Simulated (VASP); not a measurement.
Wanted: the native input for a VASP 6.6.1 run.

| Property | Result |
| --- | --- |
| Task | single point |
| Functional | PBE |
| Potentials or basis | VASP PAW PBE potentials, release 64 (W_sv) |
| Cutoff | 520 eV |
| k mesh | 16 × 16 × 16 |
| Occupations | gaussian, width 0.1 eV |
| Spin | no spin polarisation |
| Dipole correction | no |
| Further INCAR settings | ALGO = Normal; EDIFF = 1e-07; NBANDS = 21 |

The structure of W lies in POSCAR:

```
W
1.0
    3.1198918910      0.0000000000      0.0000000000
    0.0000000000      3.1198918910      0.0000000000
    0.0000000000      0.0000000000      3.1198918910
W
2
Direct
    0.0000000000      0.0000000000      0.0000000000
    0.5000000000      0.5000000000      0.5000000000
```

This cell differs from its parent crystal: equal strain along all axes, cell held: -2.0 %.

The input as run:

INCAR

```
  PREC = Accurate
  ENCUT = 520
  EDIFF = 1E-7
  ISMEAR = 0
  SIGMA = 0.1
  LREAL = F
  LASPH = T
  NELM = 60
  ALGO = Normal
  ISIF = 2
  LWAVE = F
  LCHARG = F
  GGA = PE
  NBANDS = 21
```

KPOINTS

```
regular mesh
0
Gamma
  16 16 16
```

Potentials or basis: VASP PAW PBE potentials, release 64 (W_sv).

Command:

```console
$ cat potpaw_PBE.64/W_sv/POTCAR > POTCAR
$ mpirun -np 1 vasp_std > vasp.out
```

It gave:

| Quantity | Value |
| --- | --- |
| Pressure | 21.7 GPa |
| Band gap on the k mesh | zero (bands 14 and 15 overlap by 1.40 eV) |

Caveat: the cell differs from its parent crystal (equal strain along all axes, cell held: -2.0 %); the cell stands under pressure; spin-orbit coupling is left out, which moves the levels of the heavy elements.

It took 81 s on 1 thread of Intel Xeon 8259CL, on a shared host, peak memory 0.2 GiB.
